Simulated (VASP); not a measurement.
# Sc (I4/mmm) in VASP: notebook, part 2 of 2

VASP 6.6.1. The steps go on from the part before.

**3. Single point, r2SCAN**

This run uses another cell than the first one, of 31.60 Å³/atom.

POSCAR reads:

```
Sc
1.0
   -1.8406422983      1.8406422983      2.3319047318
    1.8406422983     -1.8406422983      2.3319047318
    1.8406422983      1.8406422983     -2.3319047318
Sc
1
Direct
    0.0000000000      0.0000000000      0.0000000000
```

INCAR.step1 reads:

```
ALGO = Normal
EDIFF = 1E-4
ENCUT = 520
GGA = PE
ISMEAR = 0
LASPH = T
LCHARG = F
LREAL = F
LWAVE = T
NBANDS = 12
NELM = 60
PREC = Accurate
SIGMA = 0.05
```

INCAR.step2 reads:

```
ALGO = Normal
EDIFF = 1E-6
ENCUT = 520
ISIF = 2
ISMEAR = 0
ISTART = 1
LASPH = T
LCHARG = F
LMIXTAU = T
LREAL = F
LWAVE = F
METAGGA = R2SCAN
NBANDS = 12
NELM = 60
PREC = Accurate
SIGMA = 0.05
```

KPOINTS reads:

```
k-points
0
Gamma
  12 12 12
```

Potentials or basis: VASP PAW PBE potentials, release 64 (Sc_sv).

On the command line:

```sh
$ cat potpaw_PBE.64/Sc_sv/POTCAR > POTCAR
$ cp INCAR.step1 INCAR
$ mpirun -np 1 vasp_std > vasp.out
$ cp INCAR.step2 INCAR
$ mpirun -np 1 vasp_std > vasp.out
```

OUTCAR:

```text
EDIFF = 1E-6
   ENCUT = 520
   ISIF = 2
   ISMEAR = 0
   ISTART = 1
   LASPH = T
   LREAL = F
   METAGGA = R2SCAN
   NELM = 60
   PREC = Accurate

 ion  position               nearest neighbor table
   1  0.000  0.000  0.000-

  LATTYP: Found a body centered tetragonal cell.
 ALAT       =     3.6812845966
 C/A-ratio  =     1.2668972858

  Lattice vectors:

 A1 = (  -1.8406422983,   1.8406422983,   2.3319047318)
 A2 = (   1.8406422983,  -1.8406422983,   2.3319047318)
 A3 = (   1.8406422983,   1.8406422983,  -2.3319047318)

Analysis of symmetry for initial positions (statically):
=====================================================================
 Subroutine PRICEL returns:
 Original cell was already a primitive cell.

 Routine SETGRP: Setting up the symmetry group for a
 body centered tetragonal supercell.

 Subroutine GETGRP returns: Found 16 space group operations
 (whereof 16 operations were pure point group operations)
 out of a pool of 16 trial point group operations.

The static configuration has the point symmetry D_4h.

Analysis of symmetry for dynamics (positions and initial velocities):
=====================================================================
 Subroutine PRICEL returns:
 Original cell was already a primitive cell.

 Routine SETGRP: Setting up the symmetry group for a
 body centered tetragonal supercell.

 Subroutine GETGRP returns: Found 16 space group operations
 (whereof 16 operations were pure point group operations)
 out of a pool of 16 trial point group operations.

The dynamic configuration has the point symmetry D_4h.

 Subroutine INISYM returns: Found 16 space group operations
 (whereof 16 operations are pure point group operations),
 and found     1 'primitive' translations

----------------------------------------------------------------------------------------

                                     Primitive cell

  volume of cell :      31.6016

  direct lattice vectors                    reciprocal lattice vectors
    -1.840642298  1.840642298  2.331904732     0.000000000  0.271644306  0.214416993
     1.840642298 -1.840642298  2.331904732     0.271644306  0.000000000  0.214416993
     1.840642298  1.840642298 -2.331904732     0.271644306  0.271644306  0.000000000

  length of vectors
     3.494811557  3.494811557  3.494811557     0.346071201  0.346071201  0.384163062

  position of ions in fractional coordinates (direct lattice)
     0.000000000  0.000000000  0.000000000

  ion indices of the primitive-cell ions
   primitive index   ion index
                 1           1

----------------------------------------------------------------------------------------

 KPOINTS: k-points

Automatic generation of k-mesh.
 Grid dimensions read from file:
 generate k-points for:   12   12   12

 Generating k-lattice:

  Cartesian coordinates                     Fractional coordinates (reciprocal lattice)
     0.000000000  0.022637026  0.017868083     0.083333333  0.000000000  0.000000000
     0.022637026  0.000000000  0.017868083     0.000000000  0.083333333  0.000000000
     0.022637026  0.022637026  0.000000000     0.000000000  0.000000000  0.083333333

  Length of vectors
     0.028839267  0.028839267  0.032013588

  Shift w.r.t. Gamma in fractional coordinates (k-lattice)
     0.000000000  0.000000000  0.000000000

 Subroutine IBZKPT returns following result:
 ===========================================

 Found    163 irreducible k-points:

 Following reciprocal coordinates:
            Coordinates               Weight
  0.000000  0.000000  0.000000      1.000000
  0.083333  0.000000 -0.000000      8.000000
  0.166667  0.000000 -0.000000      8.000000
  0.250000  0.000000  0.000000      8.000000
  0.333333  0.000000 -0.000000      8.000000
  0.416667  0.000000 -0.000000      8.000000
[... 16 lines left out ...]
  0.500000  0.166667  0.000000     16.000000
 -0.416667  0.166667  0.000000     16.000000
 [... further k-points ...]
   k-points           NKPTS =    163   k-points in BZ     NKDIM =    163   number of bands    NBANDS=     12
   number of dos      NEDOS =    301   number of ions     NIONS =      1
   total plane-waves  NPLWV =  21952
   dimension x,y,z NGX =    28 NGY =   28 NGZ =   28
   dimension x,y,z NGXF=    56 NGYF=   56 NGZF=   56
   ions per type =               1
   NGX,Y,Z   is equivalent  to a cutoff of  13.32, 13.32, 13.32 a.u.
   NGXF,Y,Z  is equivalent  to a cutoff of  26.64, 26.64, 26.64 a.u.
 SYSTEM =  unknown system
   PREC   = accura    normal or accurate (medium, high low for compatibility)
   ISTART =      1    job   : 0-new  1-cont  2-samecut
   ICHARG =      0    charge: 1-file 2-atom 10-const
   ISPIN  =      1    spin polarized calculation?
   LNONCOLLINEAR =      F non collinear calculations
   LSORBIT =      F    spin-orbit coupling
   LASPH  =      T    aspherical Exc in radial PAW
   ENCUT  =  520.0 eV  38.22 Ry    6.18 a.u.   6.50  6.50  6.50*2*pi/ulx,y,z
   NELM   =     60;   NELMIN=  2; NELMDL=  0     # of ELM steps
   EDIFF  = 0.1E-05   stopping-criterion for ELM
   LREAL  =      F    real-space projection
   EDIFFG = 0.1E-04   stopping-criterion for IOM
   NSW    =      0    number of steps for IOM
   IBRION =     -1    ionic relax: 0-MD 1-quasi-New 2-CG
   NFREE  =      0    steps in history (QN), initial steepest desc. (CG)
   ISIF   =      2    stress and relaxation
   ISYM   =      2    0-nonsym 1-usesym 2-fastsym
   POTIM  = 0.5000    time-step for ionic-motion
   TEBEG  =    0.0;   TEEND  =   0.0 temperature during run
   PSTRESS=    0.0 pullay stress
   NELECT =      11.0000    total number of electrons
   NUPDOWN=      -1.0000    fix difference up-down
   EMIN   =  10.00;   EMAX   =-10.00  energy-range for DOS
   EFERMI =   0.00;   METHOD = LEGACY
   ISMEAR =     0;   SIGMA  =   0.05  broadening in eV -4-tet -1-fermi 0-gaus
   EFERMI_NEDOS =   21; number of points for ismear=-14 and -15
   IALGO  =     38    algorithm
   IMIX   =      4    mixing-type and parameters
     AMIX     =   0.40;   BMIX     =  1.00
     AMIX_MAG =   1.60;   BMIX_MAG =  1.00
  volume/ion in A,a.u.               =      31.60       213.26
  Fermi-wavevector in a.u.,A,eV,Ry     =   1.151602  2.176213 18.043882  1.326188
  Thomas-Fermi vector in A             =   2.288259
   LORBIT       =      0    0 simple, 1 ext, 2 COOP (PROOUT), +10 PAW based schemes
   METAGGA = R2SCAN    functional components
   LHFCALC =     F    Hartree Fock is set to
   AEXX    =    0.0000 exact exchange contribution
   IVDW    =     0    specifies the selected vdW correction
   LEPSILON=     F    determine dielectric tensor
   LRPA    =     F    only Hartree local field effects (RPA)
 non-spin polarized calculation
 Gauss-broadening in eV      SIGMA  =   0.05
  energy-cutoff  :      520.00
  volume of cell :       31.60
 maximum number of plane-waves:       873
 NGX is ok and might be reduce to    28
   NGX = 13   NGY = 13   NGZ = 13

 number of electron      11.0000002 magnetization

 Free energy of the ion-electron system (eV)
  ---------------------------------------------------
  ext. energy  EPLUGINS =         0.00000000
  ---------------------------------------------------
  free energy    TOTEN  =       -11.09148196 eV

  energy without entropy =      -11.08826482  energy(sigma->0) =      -11.08987339

 E-fermi :   2.4415     XC(G=0):  -9.5920

 val. band max:        2.4398380802   @ k =  -0.4167   0.3333  -0.0000
 cond. band min:       2.4500166383   @ k =  -0.1667   0.4167   0.0833
 fundamental gap:      0.0101785581
 Fermi energy:         2.4415212448

 k-point     1 :       0.0000    0.0000    0.0000
  band No.  band energies     occupation
      1     -49.8709      2.00000
      2     -27.3989      2.00000
      3     -27.3820      2.00000
      4     -27.3820      2.00000
      5      -2.5920      2.00000
      6       3.7145      0.00000
      7       3.7146      0.00000
      8       4.1689      0.00000
      9       4.5841      0.00000
     10       5.0649      0.00000
     11      14.3137      0.00000
     12      16.4951      0.00000
[... 331 lines left out ...]
 k-point    24 :      -0.4167    0.1667    0.0000
  band No.  band energies     occupation
      1     -49.8522      2.00000
      2     -27.5197      2.00000
      3     -27.4301      2.00000
      4     -27.4125      2.00000
      5       0.1725      2.00000
      6       2.5874      0.00004
      7       3.3600      0.00000
      8       4.3457      0.00000
      9       5.3123      0.00000
     10       5.4505      0.00000
     11       9.1717      0.00000
     12      12.5031      0.00000

 [... further k-points ...]

------------------------ aborting loop because EDIFF is reached ----------------------------------------

  FORCE on cell =-STRESS in cart. coord.  units (eV):
  Direction    XX          YY          ZZ          XY          YZ          ZX
  --------------------------------------------------------------------------------------
  -------------------------------------------------------------------------------------
  Total       -1.7662916     -1.7662916     -1.5300710      0.0000000      0.0000000     -0.0000000
  in kB      -89.5495484    -89.5495484    -77.5733548      0.0000000      0.0000000     -0.0000000
  external PRESSURE =     -85.5574838 kB  Pullay stress =       0.0000000 kB

 VOLUME and BASIS-vectors are now :
 -----------------------------------------------------------------------------
  energy-cutoff  :      520.00
  volume of cell :       31.60
      direct lattice vectors                 reciprocal lattice vectors
    -1.840642298  1.840642298  2.331904732     0.000000000  0.271644306  0.214416993
     1.840642298 -1.840642298  2.331904732     0.271644306  0.000000000  0.214416993
     1.840642298  1.840642298 -2.331904732     0.271644306  0.271644306  0.000000000

 POSITION                                       TOTAL-FORCE (eV/Angst)
 -----------------------------------------------------------------------------------
      0.00000      0.00000      0.00000        -0.000000      0.000000     -0.000000
 -----------------------------------------------------------------------------------
    total drift:                               -0.000000     -0.000000     -0.000000

  FREE ENERGIE OF THE ION-ELECTRON SYSTEM (eV)
  ---------------------------------------------------
  free  energy   TOTEN  =       -11.0914819639 eV

  energy  without entropy=      -11.0882648160  energy(sigma->0) =      -11.08987339
```

Wall time 2.4 min (1 thread of Intel Xeon Platinum 8488C (Sapphire Rapids), shared host); peak memory 0.2 GiB.

What came out:

| Item | Value |
| --- | --- |
| Free energy | -11.0915 eV |
| Pressure | -8.6 GPa |
| Band gap on the k mesh | zero (an odd number of electrons rules out a gap without spin polarisation) |

Stress tensor (GPa, compression positive):
```
-8.95  0.00  0.00
 0.00 -8.95  0.00
 0.00  0.00 -7.76
```

Caveat: the cell stands under tension; the PAW data sets were made with another functional, which shifts forces and pressure a little.

**4. Single point, r2SCAN**

POSCAR reads:

```
Sc
1.0
   -1.8790000000      1.8790000000      2.3805000000
    1.8790000000     -1.8790000000      2.3805000000
    1.8790000000      1.8790000000     -2.3805000000
Sc
1
Direct
    0.0000000000      0.0000000000      0.0000000000
```

INCAR.step1 reads:

```
SYSTEM = Sc
PREC = Accurate
ENCUT = 520
ISMEAR = 0
SIGMA = 0.05
LREAL = .False.
LASPH = .True.
NELM = 100
NBANDS = 12
GGA = PE
ALGO = Normal
EDIFF = 1E-4
LWAVE = .True.
LCHARG = .False.
```

INCAR.step2 reads:

```
SYSTEM = Sc
PREC = Accurate
ENCUT = 520
EDIFF = 1E-6
ISMEAR = 0
SIGMA = 0.05
LREAL = .False.
LASPH = .True.
NELM = 100
ALGO = Normal
ISIF = 2
LWAVE = .False.
LCHARG = .False.
METAGGA = R2SCAN
LMIXTAU = .True.
NBANDS = 12
ISTART = 1
```

KPOINTS reads:

```
Automatic mesh
0
Gamma
  12 12 12
  0 0 0
```

On the command line:

```sh
$ cat potpaw_PBE.64/Sc_sv/POTCAR > POTCAR
$ cp INCAR.step1 INCAR
$ mpirun -np 1 vasp_std > vasp.out
$ cp INCAR.step2 INCAR
$ mpirun -np 1 vasp_std > vasp.out
```

It took 2.4 min on 1 thread of Intel Xeon Platinum 8488C (Sapphire Rapids), shared host; peak memory 0.21 GiB.

It converged, with:

```
Free energy            : -10.9760 eV
Pressure               : -9.8 GPa
Band gap on the k mesh : zero (an odd number of electrons rules out a gap without spin polarisation)
```

Stress tensor (GPa, compression positive):
```
-10.15   0.00   0.00
  0.00 -10.15   0.00
  0.00   0.00  -8.99
```

Levels at points of the mesh, in eV from the Fermi level:
| k point | band 1 | band 2 | band 3 | band 4 | band 5 | band 6 | band 7 | band 8 | band 9 | band 10 |
| --- | --- | --- | --- | --- | --- | --- | --- | --- | --- | --- |
| (0.00, 0.00, 0.00) | -52.49 | -30.02 | -30.01 | -30.01 | -4.89 | 1.18 | 1.18 | 1.60 | 1.98 | 2.42 |
| (0.50, 0.00, 0.00) | -52.47 | -30.15 | -30.04 | -30.03 | -1.52 | -0.27 | 0.98 | 1.52 | 2.68 | 2.95 |
| (0.50, 0.50, 0.00) | -52.47 | -30.14 | -30.08 | -30.04 | -1.15 | -0.17 | 0.66 | 2.76 | 2.77 | 3.09 |
| (0.50, 0.50, 0.50) | -52.46 | -30.15 | -30.08 | -30.08 | -0.92 | -0.43 | 2.04 | 2.86 | 2.97 | 2.97 |

Caveat: the cell stands under tension; the PAW data sets were made with another functional, which shifts forces and pressure a little.

**5. Single point, r2SCAN**

POSCAR is that of step 4.

INCAR.step1 reads:

```
ALGO = Normal
EDIFF = 1E-4
ENCUT = 520
GGA = PE
ISMEAR = 0
LASPH = T
LCHARG = F
LREAL = F
LWAVE = T
NBANDS = 12
NELECT = 10.9
NELM = 100
PREC = Accurate
SIGMA = 0.05
```

INCAR.step2 reads:

```
ALGO = Normal
EDIFF = 1E-7
ENCUT = 520
ISIF = 2
ISMEAR = 0
ISTART = 1
LASPH = T
LCHARG = F
LMIXTAU = T
LREAL = F
LWAVE = F
METAGGA = R2SCAN
NBANDS = 12
NELECT = 10.9
NELM = 100
PREC = Accurate
SIGMA = 0.05
```

KPOINTS reads:

```
k-points
0
Gamma
  12 12 12
```

On the command line:

```sh
$ cat potpaw_PBE.64/Sc_sv/POTCAR > POTCAR
$ cp INCAR.step1 INCAR
$ mpirun -np 1 vasp_std > vasp.out
$ cp INCAR.step2 INCAR
$ mpirun -np 1 vasp_std > vasp.out
```

Run time: 3 min. Hardware: 1 thread of Intel Xeon Platinum 8488C (Sapphire Rapids), shared host; peak memory 0.2 GiB.

Results (log left out):

- Free energy: -11.1911 eV

Levels at points of the mesh, in eV from the Fermi level:
| k point | band 3 | band 4 | band 5 | band 6 | band 7 | band 8 |
| --- | --- | --- | --- | --- | --- | --- |
| (0.00, 0.00, 0.00) | -30.07 | -30.07 | -4.81 | 1.18 | 1.18 | 1.60 |
| (0.50, 0.00, 0.00) | -30.10 | -30.08 | -1.46 | -0.19 | 0.98 | 1.51 |
| (0.50, 0.50, 0.00) | -30.14 | -30.09 | -1.10 | -0.15 | 0.74 | 2.73 |
| (0.50, 0.50, 0.50) | -30.13 | -30.13 | -0.88 | -0.41 | 2.12 | 2.82 |

Caveat: the cell carries a net charge on a neutralising background, which shifts energy and pressure; the cell is charged against a uniform background, so pressure and absolute levels hang on convention; the PAW data sets were made with another functional, which shifts forces and pressure a little.

**6. Summary**

| level | potentials or basis | cell | gap on the mesh (eV) | pressure (GPa) |
| --- | --- | --- | --- | --- |
| LDA | VASP PAW LDA potentials, release 64 (Sc_sv) | a = 3.568 Å, angles 116.4, 116.4, 96.3°, 1 atom | none | -12.0 |
| r2SCAN | VASP PAW PBE potentials, release 64 (Sc_sv) | a = 3.495 Å, angles 116.4, 116.4, 96.3°, 1 atom | none | -8.6 |
| r2SCAN | VASP PAW PBE potentials, release 64 (Sc_sv) | a = 3.568 Å, angles 116.4, 116.4, 96.3°, 1 atom | none | -9.8 |

Alike in all rows: task single point; no spin polarisation; k mesh 12 × 12 × 12; cutoff (eV) 520; smearing gaussian 0.05 eV.

Caveats: the cell stands under tension; the PAW data sets were made with another functional, which shifts forces and pressure a little (at least some runs).

Total energies depend on the potentials used, so only differences within one code and one set of settings carry meaning.
